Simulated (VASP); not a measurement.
**TiB2 (AlB2 type): relaxation of shape and atoms at fixed volume with PBE**

The system is TiB2 (AlB2 type).

```
CELL_PARAMETERS angstrom
2.90575 0.00000 0.00000
-1.45287 2.51645 0.00000
0.00000 0.00000 3.08948
ATOMIC_POSITIONS crystal
Ti 0.00000 0.00000 0.00000
B 0.33333 0.66667 0.50000
B 0.66667 0.33333 0.50000
```

| Property | Result |
| --- | --- |
| Program | VASP 6.6.1 |
| Task | relaxation of shape and atoms at fixed volume |
| Functional | PBE |
| Potentials or basis | VASP PAW PBE potentials, release 64 (Ti_sv, B) |
| Cutoff | 600 eV |
| k mesh | 11 × 11 × 9 |
| Occupations | fermi-dirac, width 0.08 eV |
| Spin | no spin polarisation |
| Dipole correction | no |
| Further INCAR settings | ALGO = Normal; EDIFF = 1e-06; IBRION = 2; EDIFFG = -0.005; NSW = 50; ISIF = 4 |

```json
{"Energy gained by relaxing": "2.0 meV/atom", "Ionic steps": "3", "Pressure after relaxing": "41.2 GPa", "Band gap on the k mesh": "zero (band 9 reaches 11.80 eV, above the bottom of band 10 at 11.17 eV)"}
```

Step by step:
| step | energy change (eV) | largest force (eV/Å) | pressure (GPa) | volume (Å³) |
| --- | --- | --- | --- | --- |
| 1 | 0.0000 | 0.0000 | 41.84 | 22.59 |
| 2 | -0.0058 | 0.0000 | 41.06 | 22.59 |
| 3 | -0.0060 | 0.0000 | 41.17 | 22.59 |

Final structure:
```
Ti B
1.0
     2.92104    0.00000    0.00000
    -1.46052    2.52970    0.00000
     0.00000    0.00000    3.05722
Ti B
1 2
Direct
  0.00000 0.00000 0.00000
  0.33333 0.66667 0.50000
  0.66667 0.33333 0.50000
```

Levels at points of the mesh, in eV from the Fermi level:
| k point | band 5 | band 6 | band 7 | band 8 | band 9 | band 10 | band 11 | band 12 | band 13 |
| --- | --- | --- | --- | --- | --- | --- | --- | --- | --- |
| (0.00, 0.00, 0.00) | -14.12 | -2.97 | -2.97 | -2.35 | -2.08 | 2.34 | 2.34 | 4.46 | 4.46 |

It took 21 s on 1 thread of Intel(R) Xeon(R) 6975P-C (Granite Rapids), with other jobs on the host, peak memory 0.16 GiB.
